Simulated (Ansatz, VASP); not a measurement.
# CuCl in VASP and in Ansatz

```
CELL_PARAMETERS angstrom
1.92320 1.11036 3.14028
-1.92320 1.11036 3.14028
0.00000 -2.22072 3.14028
ATOMIC_POSITIONS crystal
Cu 0.99149 0.99149 0.99149
Cl 0.24151 0.24151 0.24151
```

Change from the starting cell: hydrostatic strain +1.5%.

Alike in both runs: task single point; functional HSE06; k mesh 6 × 6 × 6; no spin polarisation.

```csv
,VASP,Ansatz
version,VASP 6.6.1,Ansatz 0.2.0
potentials or method,"VASP PAW PBE potentials, release 64 (Cu, Cl)","plane waves, PAW"
plane-wave cutoff (eV),520,420
occupations,"gaussian, width 0.01 eV",fixed
valence electrons in the cell,18,26
```

VASP gave:

```
gap on the k mesh at the Fermi level (eV) : 2.31
pressure (GPa)                            : -0.1
```

Task: Which values does Ansatz return?

Result: gap on the k mesh at the Fermi level (eV): 2.35; pressure (GPa): 0.2.

VASP's potentials hold 18 valence electrons a cell and Ansatz's 26, so a difference there can come from the potentials and not from the codes. Ansatz's warnings: stress exchange threshold loose, stress scf threshold loose.
